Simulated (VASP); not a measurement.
**Si16Ge (a cell with a defect): single point with PBE**

The system is Si16Ge (a cell with a defect).

```
Si Ge
1.0
     0.00000    5.43000    5.43000
     5.43000    0.00000    5.43000
     5.43000    5.43000    0.00000
Si Ge
16 1
Direct
  0.01692 0.01627 0.94935
  0.11698 0.11617 0.11258
  0.99781 0.99741 0.49115
  0.14010 0.13957 0.57966
  0.97275 0.50981 0.00637
  0.11695 0.65306 0.11256
  0.99784 0.51254 0.49118
  0.11051 0.62662 0.63525
  0.51054 0.97203 0.00638
  0.65373 0.11621 0.11257
  0.51306 0.99741 0.49113
  0.62701 0.11011 0.63526
  0.51056 0.50981 0.00637
  0.60858 0.60785 0.17448
  0.48360 0.48320 0.54901
  0.62703 0.62662 0.63525
  0.27742 0.27677 0.16783
```

```
Program                : VASP 6.6.1
Task                   : single point
Functional             : PBE
Potentials or basis    : VASP PAW PBE potentials, release 64 (Si, Ge_d)
Cutoff                 : 410 eV
k mesh                 : 2 × 2 × 2
Occupations            : gaussian, width 0.05 eV
Spin                   : no spin polarisation
Dipole correction      : no
Further INCAR settings : ALGO = Normal; EDIFF = 1e-06; NBANDS = 53
```

```yaml
Pressure: 6.0 GPa
Largest_force: 0.598 eV/Å
Band_gap_on_the_k_mesh: zero (band 39 reaches 6.92 eV, above the bottom of band 40 at 6.75 eV)
```

Forces on the atoms (eV/Å):
```
Si  -0.003 -0.001  0.002
Si  -0.021 -0.023  0.021
Si  -0.004 -0.001  0.001
Si   0.014  0.011 -0.012
Si  -0.043  0.024  0.043
Si  -0.018 -0.022  0.021
Si  -0.003 -0.003  0.004
Si  -0.025  0.002  0.023
Si   0.023 -0.042  0.042
Si  -0.021 -0.021  0.023
Si  -0.003  0.000  0.001
Si   0.002 -0.024  0.024
Si  -0.042 -0.043 -0.024
Si  -0.079 -0.082  0.081
Si  -0.097 -0.097  0.097
Si  -0.026 -0.023 -0.002
Ge   0.346  0.345 -0.345
```

Stress tensor (GPa, compression positive):
```
 6.01 -0.82  0.83
-0.82  6.01  0.83
 0.83  0.83  6.01
```

Levels at points of the mesh, in eV from the Fermi level:
```csv
k point,band 36,band 37,band 38,band 39,band 40,band 41,band 42,band 43
"(0.00, 0.00, 0.00)",-1.02,-0.68,-0.68,-0.48,-0.15,-0.15,0.09,0.09
"(0.50, 0.00, 0.00)",-1.51,-1.47,-1.24,-0.18,0.17,0.76,0.78,0.88
"(0.00, 0.50, 0.00)",-1.51,-1.47,-1.25,-0.18,0.17,0.76,0.78,0.88
"(0.00, 0.00, 0.50)",-1.42,-1.40,-1.39,-0.32,0.38,0.38,1.10,1.12
"(0.50, 0.50, 0.50)",-1.51,-1.47,-1.24,-0.18,0.17,0.76,0.78,0.88
"(0.50, 0.50, 0.00)",-1.96,-1.84,-1.12,0.02,0.50,1.14,1.23,1.36
"(0.00, 0.50, 0.50)",-1.96,-1.84,-1.12,0.02,0.50,1.14,1.23,1.36
"(0.50, 0.00, 0.50)",-1.96,-1.84,-1.12,0.02,0.50,1.14,1.23,1.36
```

It took 90 s on 1 thread of AMD EPYC 9R45 96-Core Processor (Zen 5), on a shared host, peak memory 0.38 GiB.

Caveat: the k points lie up to 0.50 Å⁻¹ apart.
